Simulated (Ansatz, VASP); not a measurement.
# Al: VASP beside Ansatz

```
Al
1.0
     1.60099   -5.07867    0.00000
     1.60099    5.07867    0.00000
     0.00000    0.00000    4.23706
Al
4
Direct
  0.09800 0.90200 0.91000
  0.59800 0.40200 0.59000
  0.90200 0.09800 0.09000
  0.40200 0.59800 0.41000
```

Alike in both runs: task single point; functional r2SCAN; k mesh 6 × 6 × 4; occupations gaussian, width 0.1 eV; no spin polarisation.

```csv
,VASP,Ansatz
version,VASP 6.6.1,Ansatz 0.2.0
potentials or method,"VASP PAW PBE potentials, release 64 (Al), cutoff 520 eV","scalar-relativistic, plane waves, PAW"
valence electrons in the cell,12,12
```

VASP gave:

- gap on the k mesh at the Fermi level (eV): none
- rms of the force components (eV/Å): 4.447

Problem. Estimate Ansatz's values.

Solution. gap on the k mesh at the Fermi level (eV): none; rms of the force components (eV/Å): 4.448.

VASP's potentials were made for PBE, not for r2SCAN. Atom by atom the forces differ by 0.001 eV/Å (rms over components). A gap of «none» marks a metal or a gap that the smearing closes. The functional is the same, so the differences come from potentials, cutoffs and numerics.

The k mesh is coarse, so the values compare programs but aren't converged.
